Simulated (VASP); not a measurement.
Write the native input for VASP 6.6.1 that does the following.

```
Task                   : single point
Functional             : PBE
Potentials or basis    : VASP PAW PBE potentials, release 64 (Y_sv, N)
Cutoff                 : 600 eV
k mesh                 : 4 × 4 × 4
Occupations            : gaussian, width 0.01 eV
Spin                   : no spin polarisation
Dipole correction      : no
Further INCAR settings : ALGO = Normal; EDIFF = 1e-06; NBANDS = 15
```

The structure of YN lies in POSCAR:

```
YN
1.0
    3.4485600000      0.0000000000      0.0000000000
    1.7242800000      2.9865405665      0.0000000000
    1.7242800000      0.9955135222      2.8157374491
Y N
1 1
Direct
    0.0000000000      0.0000000000      0.0000000000
    0.5000000000      0.5000000000      0.5000000000
```

The input as run:

INCAR

```
PREC = Accurate
ENCUT = 600
EDIFF = 1E-6
ISMEAR = 0
SIGMA = 0.01
LREAL = False
LASPH = True
NELM = 120
ALGO = Normal
ISIF = 2
LWAVE = False
LCHARG = False
GGA = PE
NBANDS = 15
GGA_COMPAT = False
```

KPOINTS

```
Automatic mesh
0
Gamma
  4 4 4
```

Potentials or basis: VASP PAW PBE potentials, release 64 (Y_sv, N).

Command:

```bash
$ cat potpaw_PBE.64/Y_sv/POTCAR potpaw_PBE.64/N/POTCAR > POTCAR
$ mpirun -np 1 vasp_std > vasp.out
```

It gave:

```json
{
  "Pressure": "3.4 GPa",
  "Band gap on the k mesh": "0.10 eV (least direct gap 0.49 eV)"
}
```

Caveat: the k points lie up to 0.56 Å⁻¹ apart.

Run time: 16 s on 1 thread of Intel Xeon 8259CL, with other jobs on the host, peak memory 0.17 GiB.
